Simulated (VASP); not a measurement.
Mg6F, 7 atoms in the cell. The cell holds a slab with vacuum, 7 atoms: a = 3.203 Å, b = 7.978 Å, c = 20.985 Å, α = 90.00°, β = 90.00°, γ = 101.58°. 

| Quantity | Value |
| --- | --- |
| Program | VASP 6.6.1 |
| Task | single point |
| Functional | PBE |
| Potentials or basis | VASP PAW PBE potentials, release 64 (Mg, F) |
| Cutoff | 520 eV |
| k mesh | 9 × 4 × 1 |
| Occupations | gaussian, width 0.1 eV |
| Spin | no spin polarisation |
| Dipole correction | yes |
| Further INCAR settings | ALGO = Normal; EDIFF = 1e-06; NBANDS = 18 |

Potentials or basis: VASP PAW PBE potentials, release 64 (Mg, F).

Command:

```bash
$ cat potpaw_PBE.64/Mg/POTCAR potpaw_PBE.64/F/POTCAR > POTCAR
$ mpirun -np 1 vasp_std > vasp.out
```

Hardware: 1 thread of Intel(R) Xeon(R) 6975P-C (Granite Rapids) (shared host).

Q: Estimate the wall time of this run.

A: It took 2.9 min on 1 thread of Intel(R) Xeon(R) 6975P-C (Granite Rapids), on a shared host, peak memory 0.57 GiB. Counts: scf iterations 22, k points 19.
